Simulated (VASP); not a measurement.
# Pb (P6_3/mmc) in VASP: further runs, part 2 of 2

VASP 6.6.1. The steps go on from the part before.

### 3 Electric field gradients, PBEsol (27.57 Å³/atom)

This run uses another cell than the first one, of 27.57 Å³/atom.

The input, INCAR:

```
PREC = Accurate ; ENCUT = 520
EDIFF = 1E-8 ; ISMEAR = -1
SIGMA = 0.05 ; LREAL = F
LASPH = T ; NELM = 60
ALGO = Normal ; ISIF = 2
LWAVE = F ; LCHARG = F
GGA = PS ; LEFG = T
NBANDS = 21
```

The input, KPOINTS:

```
Automatic mesh
0
Gamma
  12 12 7
```

The input, POSCAR:

```
Pb
1.0
    3.4095646533      0.0000000000      0.0000000000
   -1.7047823266      2.9527696056      0.0000000000
    0.0000000000      0.0000000000      5.4768570775
Pb
2
Direct
    0.3333333333      0.6666666667      0.2500000000
    0.6666666667      0.3333333333      0.7500000000
```

Potentials or basis: VASP PAW PBE potentials, release 64 (Pb_d).

The run is started by

```bash
> cat potpaw_PBE.64/Pb_d/POTCAR > POTCAR
> mpirun -np 1 vasp_std > vasp.out
```

OUTCAR:

```text
PREC = Accurate
   ENCUT = 520
   EDIFF = 1E-8
   ISMEAR = -1
   LREAL = F
   LASPH = T
   NELM = 60
   ISIF = 2
   GGA = PS

 ion  position               nearest neighbor table
   1  0.333  0.667  0.250-   2 3.37   2 3.37   2 3.37   2 3.37   2 3.37   2 3.37
   2  0.667  0.333  0.750-   1 3.37   1 3.37   1 3.37   1 3.37   1 3.37   1 3.37

  LATTYP: Found a hexagonal cell.
 ALAT       =     3.4095646533
 C/A-ratio  =     1.6063215203

  Lattice vectors:

 A1 = (   3.4095646533,   0.0000000000,   0.0000000000)
 A2 = (  -1.7047823266,   2.9527696056,   0.0000000000)
 A3 = (   0.0000000000,   0.0000000000,   5.4768570775)

Analysis of symmetry for initial positions (statically):
=====================================================================
 Subroutine PRICEL returns:
 Original cell was already a primitive cell.

 Routine SETGRP: Setting up the symmetry group for a
 hexagonal supercell.

 Subroutine GETGRP returns: Found 24 space group operations
 (whereof 12 operations were pure point group operations)
 out of a pool of 24 trial point group operations.

The static configuration has the point symmetry D_3d.
 The point group associated with its full space group is D_6h.

Analysis of symmetry for dynamics (positions and initial velocities):
=====================================================================
 Subroutine PRICEL returns:
 Original cell was already a primitive cell.

 Routine SETGRP: Setting up the symmetry group for a
 hexagonal supercell.

 Subroutine GETGRP returns: Found 24 space group operations
 (whereof 12 operations were pure point group operations)
[... 158 lines left out ...]
 k-point     1 :       0.0000    0.0000    0.0000
  band No.  band energies     occupation
      1      -8.9303      2.00000
      2      -8.8580      2.00000
      3      -8.8322      2.00000
      4      -8.8322      2.00000
      5      -8.8010      2.00000
      6      -8.8010      2.00000
[... 565 lines left out ...]
     20      16.6827      0.00000
     21      18.9335      0.00000

 [... further k-points ...]

------------------------ aborting loop because EDIFF is reached ----------------------------------------

  FORCE on cell =-STRESS in cart. coord.  units (eV):
  Direction    XX          YY          ZZ          XY          YZ          ZX
  --------------------------------------------------------------------------------------
  -------------------------------------------------------------------------------------
  Total        1.6124626      1.6124626      1.3814358      0.0000000      0.0000000     -0.0000000
  in kB       46.8533146     46.8533146     40.1403712      0.0000000      0.0000000     -0.0000000
  external PRESSURE =      44.6156668 kB  Pullay stress =       0.0000000 kB

 VOLUME and BASIS-vectors are now :
 -----------------------------------------------------------------------------
  energy-cutoff  :      520.00
  volume of cell :       55.14
      direct lattice vectors                 reciprocal lattice vectors
     3.409564653  0.000000000  0.000000000     0.293292576  0.169332548  0.000000000
    -1.704782327  2.952769606  0.000000000     0.000000000  0.338665095  0.000000000
     0.000000000  0.000000000  5.476857078     0.000000000  0.000000000  0.182586470

 POSITION                                       TOTAL-FORCE (eV/Angst)
 -----------------------------------------------------------------------------------
     -0.00000      1.96851      1.36921        -0.000000      0.000000      0.000000
      1.70478      0.98426      4.10764         0.000000     -0.000000      0.000000
 -----------------------------------------------------------------------------------
    total drift:                               -0.000000      0.000000      0.000000

  FREE ENERGIE OF THE ION-ELECTRON SYSTEM (eV)
  ---------------------------------------------------
  free  energy   TOTEN  =        -7.9026229488 eV

  energy  without entropy=       -7.8934450012  energy(sigma->0) =       -7.89803397

 Electric field gradients (V/A^2)
---------------------------------------------------------------------
 ion       V_xx      V_yy      V_zz      V_xy      V_xz      V_yz
---------------------------------------------------------------------
   1       0.669     0.668    -1.337    -0.001     0.000    -0.000
   2       0.669     0.668    -1.337    -0.001    -0.000     0.000
---------------------------------------------------------------------

 Electric field gradients after diagonalization (V/A^2)
 (convention: |V_zz| > |V_xx| > |V_yy|)
----------------------------------------------------------------------
 ion       V_xx      V_yy      V_zz     asymmetry (V_yy - V_xx)/ V_zz
----------------------------------------------------------------------
   1       0.670     0.667    -1.337       0.002
   2       0.670     0.667    -1.337       0.002
----------------------------------------------------------------------

           NMR quadrupolar parameters

 Cq : quadrupolar parameter    Cq=e*Q*V_zz/h
 eta: asymmetry parameters     (V_yy - V_xx)/ V_zz
 Q  : nuclear electric quadrupole moment in mb (millibarn)
----------------------------------------------------------------------
 ion       Cq(MHz)       eta       Q (mb)
----------------------------------------------------------------------
   1      -0.003       0.002       1.000
   2      -0.003       0.002       1.000
----------------------------------------------------------------------
```

OSZICAR:

```text
N       E                     dE             d eps       ncg     rms          rms(c)
DAV:   1     0.296613787881E+03    0.29661E+03   -0.14365E+04  3197   0.169E+03
DAV:   2     0.131093295002E+02   -0.28350E+03   -0.27692E+03  3207   0.413E+02
DAV:   3    -0.729706329841E+01   -0.20406E+02   -0.20187E+02  3854   0.137E+02
DAV:   4    -0.791669299765E+01   -0.61963E+00   -0.61937E+00  3866   0.266E+01
DAV:   5    -0.794679548527E+01   -0.30102E-01   -0.30102E-01  4377   0.538E+00    0.985E-01
DAV:   6    -0.791251142559E+01    0.34284E-01   -0.57400E-02  4448   0.341E+00    0.453E-01
DAV:   7    -0.790331717573E+01    0.91942E-02   -0.20025E-02  4455   0.195E+00    0.131E-01
DAV:   8    -0.790262164896E+01    0.69553E-03   -0.10882E-03  4355   0.443E-01    0.108E-02
DAV:   9    -0.790262339994E+01   -0.17510E-05   -0.21825E-05  4784   0.591E-02    0.587E-03
DAV:  10    -0.790262294639E+01    0.45355E-06   -0.14060E-06  4323   0.957E-03    0.984E-04
DAV:  11    -0.790262296940E+01   -0.23013E-07   -0.14992E-07  4502   0.576E-03    0.154E-04
DAV:  12    -0.790262295059E+01    0.18808E-07   -0.47762E-09  2461   0.103E-03    0.478E-05
DAV:  13    -0.790262294876E+01    0.18304E-08   -0.11666E-09  2316   0.496E-04
   1 F= -.79026229E+01 E0= -.78980340E+01  d E =-.917795E-02
```

Run time: 1.9 min. Hardware: 1 thread of Intel Xeon 8259CL, shared host; peak memory 0.22 GiB.

What came out:

```yaml
Free_energy: -7.9026 eV
Pressure: 4.5 GPa
Band_gap_on_the_k_mesh: zero (bands 14 and 15 overlap by 8.20 eV)
Largest_electric_field_gradient_by_atom: Pb -1.3 V/Å²
```

Levels at points of the mesh, in eV from the Fermi level:
| k point | band 12 | band 13 | band 14 | band 15 | band 16 | band 17 |
| --- | --- | --- | --- | --- | --- | --- |
| (0.00, 0.00, 0.00) | -8.06 | -4.66 | 5.92 | 5.92 | 7.97 | 7.97 |
| (0.50, 0.00, 0.00) | -7.24 | -2.98 | -1.51 | -0.63 | 1.81 | 2.01 |

Electric field gradients, principal values (V/Å²):
```
atom  least  middle  greatest (by size)
1 Pb  0.667   0.670              -1.337
2 Pb  0.667   0.670              -1.337
```

Caveat: the cell stands under pressure; without QUAD_EFG the Cq values of the log hold for a quadrupole moment of 1 mb, not for the nuclei; the PAW data sets were made with another functional, which shifts forces and pressure a little; spin-orbit coupling is left out, which moves the levels of the heavy elements.

### 4 Electric field gradients, PBEsol (27.57 Å³/atom)

This run uses another cell than the first one, of 27.57 Å³/atom.

The input, INCAR:

```
SYSTEM = Pb
  ALGO = Normal
  EDIFF = 1E-8
  ENCUT = 520
  GGA = PS
  ISIF = 2
  ISMEAR = -1
  LASPH = .True.
  LCHARG = .False.
  LEFG = .True.
  LREAL = .False.
  LWAVE = .False.
  NBANDS = 21
  NELM = 100
  PREC = Accurate
  SIGMA = 0.05
```

The input, KPOINTS:

```
k-points
0
Gamma
  12 12 7
  0 0 0
```

POSCAR is that of step 3.

Potentials or basis: VASP PAW PBE potentials, release 64 (Pb_d).

The run is started by

```bash
> cat potpaw_PBE.64/Pb_d/POTCAR > POTCAR
> mpirun -np 1 vasp_std > vasp.out
```

OUTCAR:

```text
SYSTEM = Pb
   EDIFF = 1E-8
   ENCUT = 520
   GGA = PS
   ISIF = 2
   ISMEAR = -1
   LASPH = .True.
   LREAL = .False.
   NELM = 100
   PREC = Accurate

 ion  position               nearest neighbor table
   1  0.333  0.667  0.250-   2 3.37   2 3.37   2 3.37   2 3.37   2 3.37   2 3.37
   2  0.667  0.333  0.750-   1 3.37   1 3.37   1 3.37   1 3.37   1 3.37   1 3.37

  LATTYP: Found a hexagonal cell.
 ALAT       =     3.4095646533
 C/A-ratio  =     1.6063215203

  Lattice vectors:

 A1 = (   3.4095646533,   0.0000000000,   0.0000000000)
 A2 = (  -1.7047823266,   2.9527696056,   0.0000000000)
 A3 = (   0.0000000000,   0.0000000000,   5.4768570775)

Analysis of symmetry for initial positions (statically):
=====================================================================
 Subroutine PRICEL returns:
 Original cell was already a primitive cell.

 Routine SETGRP: Setting up the symmetry group for a
 hexagonal supercell.
[... 767 lines left out ...]
  volume of cell :       55.14
      direct lattice vectors                 reciprocal lattice vectors
     3.409564653  0.000000000  0.000000000     0.293292576  0.169332548  0.000000000
    -1.704782327  2.952769606  0.000000000     0.000000000  0.338665095  0.000000000
     0.000000000  0.000000000  5.476857078     0.000000000  0.000000000  0.182586470

 POSITION                                       TOTAL-FORCE (eV/Angst)
 -----------------------------------------------------------------------------------
     -0.00000      1.96851      1.36921        -0.000000      0.000000      0.000000
      1.70478      0.98426      4.10764         0.000000     -0.000000      0.000000
 -----------------------------------------------------------------------------------
    total drift:                               -0.000000      0.000000      0.000000

  FREE ENERGIE OF THE ION-ELECTRON SYSTEM (eV)
  ---------------------------------------------------
  free  energy   TOTEN  =        -7.9026229488 eV

  energy  without entropy=       -7.8934450012  energy(sigma->0) =       -7.89803397

 Electric field gradients (V/A^2)
---------------------------------------------------------------------
 ion       V_xx      V_yy      V_zz      V_xy      V_xz      V_yz
---------------------------------------------------------------------
   1       0.669     0.668    -1.337    -0.001     0.000    -0.000
   2       0.669     0.668    -1.337    -0.001    -0.000     0.000
---------------------------------------------------------------------

 Electric field gradients after diagonalization (V/A^2)
 (convention: |V_zz| > |V_xx| > |V_yy|)
----------------------------------------------------------------------
 ion       V_xx      V_yy      V_zz     asymmetry (V_yy - V_xx)/ V_zz
----------------------------------------------------------------------
   1       0.670     0.667    -1.337       0.002
   2       0.670     0.667    -1.337       0.002
----------------------------------------------------------------------

           NMR quadrupolar parameters

 Cq : quadrupolar parameter    Cq=e*Q*V_zz/h
 eta: asymmetry parameters     (V_yy - V_xx)/ V_zz
 Q  : nuclear electric quadrupole moment in mb (millibarn)
----------------------------------------------------------------------
 ion       Cq(MHz)       eta       Q (mb)
----------------------------------------------------------------------
   1      -0.003       0.002       1.000
   2      -0.003       0.002       1.000
----------------------------------------------------------------------
```

stdout:

```text
POSCAR found type information on POSCAR Pb
 POSCAR found :  1 types and       2 ions
 scaLAPACK will be used
 -----------------------------------------------------------------------------
|                                                                             |
|                                                                             |
|     You enforced a specific xc type in the INCAR file but a different       |
|     I HOPE YOU KNOW WHAT YOU ARE DOING!                                     |
|                                                                             |
 -----------------------------------------------------------------------------

 LDA part: xc-table for (Slater+PW92), standard interpolation
 POSCAR, INCAR and KPOINTS ok, starting setup
 FFT: planning ... GRIDC
 FFT: planning ... GRID_SOFT
 FFT: planning ... GRID
 WAVECAR not read
 entering main loop
ion   1

ion   2
```

It took 2 min on 1 thread of Intel Xeon 8259CL, shared host; peak memory 0.22 GiB.

Results:

```yaml
Free_energy: -7.9026 eV
Pressure: 4.5 GPa
Band_gap_on_the_k_mesh: zero (bands 14 and 15 overlap by 8.20 eV)
Largest_electric_field_gradient_by_atom: Pb -1.3 V/Å²
```

Stress tensor (GPa, compression positive):
```
4.69 0.00 0.00
0.00 4.69 0.00
0.00 0.00 4.01
```

Electric field gradients, principal values (V/Å²):
```tsv
atom	least	middle	greatest (by size)
1 Pb	0.667	0.670	-1.337
2 Pb	0.667	0.670	-1.337
```

Caveat: the cell stands under pressure; without QUAD_EFG the Cq values of the log hold for a quadrupole moment of 1 mb, not for the nuclei; the PAW data sets were made with another functional, which shifts forces and pressure a little; spin-orbit coupling is left out, which moves the levels of the heavy elements.
